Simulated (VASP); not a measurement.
Here is a VASP 6.6.1 calculation.

Contents of POSCAR:

```
MnPt3
1.0
    3.9099805725      0.0000000000      0.0000000000
    0.0000000000      3.9099805725      0.0000000000
    0.0000000000      0.0000000000      3.9099805725
Mn Pt
1 3
Direct
    0.0000000000      0.0000000000      0.0000000000
    0.0000000000      0.5000000000      0.5000000000
    0.5000000000      0.0000000000      0.5000000000
    0.5000000000      0.5000000000      0.0000000000
```

File INCAR.step1:

```
SYSTEM = MnPt3
  PREC = Accurate
  ENCUT = 520
  ISMEAR = -1
  SIGMA = 0.05
  LREAL = .FALSE.
  LASPH = .TRUE.
  NELM = 150
  ISPIN = 2
  MAGMOM = 4 0 0 0
  LMAXMIX = 4
  NBANDS = 34
  GGA = PE
  ALGO = Normal
  EDIFF = 1E-4
  LWAVE = .TRUE.
  LCHARG = .FALSE.
```

File INCAR.step2:

```
SYSTEM = MnPt3
  PREC = Accurate
  ENCUT = 520
  EDIFF = 1E-7
  ISMEAR = -1
  SIGMA = 0.05
  LREAL = .FALSE.
  LASPH = .TRUE.
  NELM = 150
  ALGO = Normal
  ISIF = 2
  LWAVE = .FALSE.
  LCHARG = .FALSE.
  ISPIN = 2
  MAGMOM = 4 0 0 0
  LORBIT = 11
  LMAXMIX = 4
  METAGGA = R2SCAN
  LMIXTAU = .TRUE.
  NBANDS = 34
  ISTART = 1
```

Contents of KPOINTS:

```
Automatic mesh
0
G
  9 9 9
  0 0 0
```

Potentials or basis: VASP PAW PBE potentials, release 64 (Mn_pv, Pt).

Run with:

```sh
$ cat potpaw_PBE.64/Mn_pv/POTCAR potpaw_PBE.64/Pt/POTCAR > POTCAR
$ cp INCAR.step1 INCAR
$ mpirun -np 1 vasp_std > vasp.out
$ cp INCAR.step2 INCAR
$ mpirun -np 1 vasp_std > vasp.out
```

Task: Estimate the site moments.

Result: Mn +4.05; Pt +0.16 μB.

Task: Estimate the net moment.

Result: 4.62 μB per cell.
